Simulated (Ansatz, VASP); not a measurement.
## One calculation of Ag, two programs

Contents of INCAR:

```
SYSTEM = Ag
ALGO     = Normal         ! electronic algorithm
EDIFF    = 1E-8           ! SCF threshold, eV
ENCUT    = 400            ! plane-wave cutoff, eV
GGA_COMPAT= .FALSE.      
ISIF     = 2              ! what is computed and relaxed
ISMEAR   = -1             ! smearing method
LASPH    = .TRUE.         ! aspherical terms in the spheres
LCHARG   = .FALSE.        ! write CHGCAR
LEFG     = .TRUE.       
LREAL    = .FALSE.        ! projectors in reciprocal space
LWAVE    = .FALSE.        ! write WAVECAR
NBANDS   = 12             ! bands
NELM     = 120            ! most SCF steps
PREC     = Accurate       ! precision mode
SIGMA    = 0.05           ! smearing width, eV
```

The input KPOINTS:

```
k-points
0
G
  15 15 15
  0 0 0
```

POSCAR

```
Ag
1.0
    0.0000000000      2.0431000000      2.0635310000
    2.0431000000      0.0000000000      2.0635310000
    2.0431000000      2.0431000000      0.0000000000
Ag
1
Direct
    0.0000000000      0.0000000000      0.0000000000
```

Input for Ansatz:

```yaml
crystal:
  lattice:
    - [0.0, 2.0431, 2.063531]
    - [2.0431, 0.0, 2.063531]
    - [2.0431, 2.0431, 0.0]
  atoms:
    - { symbol: Ag, position: [0.0, 0.0, 0.0] }
kpoints:
  mp_grid: { grid: [15, 15, 15] }
scf:
  occupations: { method: fermi_dirac, width: 0.05 }
hamiltonian:
  xc: lda
  pseudopotentials: { kind: all_electron, datasets: crystal }
output:
  forces: true
  stress: true
  eigenvalues: true
  efg: { contact_densities: true }
```

Change from the starting cell: zz strain of +1 %, crystal datasets.

Alike in both runs: task electric field gradients; functional LDA; k mesh 15 × 15 × 15; occupations fermi-dirac, width 0.05 eV; no spin polarisation.

```csv
,VASP,Ansatz
version,VASP 6.6.1,Ansatz 0.2.0
potentials or method,"VASP PAW LDA potentials, release 64 (Ag), cutoff 400 eV","all-electron PAW with datasets made for the crystal, scalar-relativistic"
```

```tsv
	VASP	Ansatz	Ansatz less VASP
pressure (GPa)	-8.6	-8.4	+0.21
traceless stress, the component that is largest in VASP (GPa)	-0.07	-0.07	-0.009
size of Vzz on the site where it differs most (V/Å²)	0.3	0.7	+0.32
```

LDA's correlation is that of Perdew and Zunger in VASP and of Perdew and Wang (1992) in Ansatz. Ansatz ran all-electron here, and VASP with PAW potentials.
